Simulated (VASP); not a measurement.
The system is Cr.

```
Cr
1.0
    -1.49434    1.54520    1.39322
     1.56967   -1.45096    1.37431
     1.40634    1.36296   -1.29897
Cr
1
Direct
  0.00000 0.00000 0.00000
```

Base run:

* Program: VASP 6.6.1
* Functional: PBE
* Potentials or basis: VASP PAW PBE potentials, release 64 (Cr_pv)
* Cutoff: 520 eV
* k mesh: 11 × 11 × 11
* Occupations: fermi-dirac, width 0.05 eV
* Spin: collinear spin, ferromagnetic start
* Starting moments: [6.0] μB
* Fixed moment: 6 μB

Its results: pressure 187.0 GPa; site moments Cr +5.25 μB.

Problem. The run is repeated on the same cell with these changes: fixed moment from 6 μB to 3.8 μB; moments at the start from [6.0] to [3.8]. What comes out?

Solution. Pressure 78.6 GPa; site moments Cr +3.52 μB.

Caveats: the total moment is fixed, so each spin has its own Fermi level.
